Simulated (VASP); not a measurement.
MgO, 2 atoms in the cell. It takes space group Fm-3m (No. 225, cubic). The conventional cell has a = 4.215 Å, b = 4.215 Å, c = 4.215 Å, α = 90.00°, β = 90.00°, γ = 90.00°. Within 2.8 Å of Mg (site symmetry m-3m) lie 6 O at 2.11 Å. Within 2.8 Å of O (site symmetry m-3m) lie 6 Mg at 2.11 Å. 

```yaml
Program: VASP 6.6.1
Task: single point
Functional: PBEsol
Potentials_or_basis: VASP PAW PBE potentials, release 64 (Mg, O)
Cutoff: 600 eV
k_mesh: 9 × 9 × 9
Occupations: fermi-dirac, width 0.02 eV
Spin: no spin polarisation
Dipole_correction: no
Further_INCAR_settings: ALGO = Normal; EDIFF = 1e-06; NBANDS = 11
```

Potentials or basis: VASP PAW PBE potentials, release 64 (Mg, O).

Launch:

```sh
$ cat potpaw_PBE.64/Mg/POTCAR potpaw_PBE.64/O/POTCAR > POTCAR
$ mpirun -np 1 vasp_std > vasp.out
```

Hardware: 1 thread of Intel(R) Xeon(R) 6975P-C (Granite Rapids), with other jobs on the host.

Task: Estimate the wall time of this run.

Result: Wall time 6.2 s on 1 thread of Intel(R) Xeon(R) 6975P-C (Granite Rapids) (shared host), peak memory 0.14 GiB. Counts: scf iterations 12, k points 35.
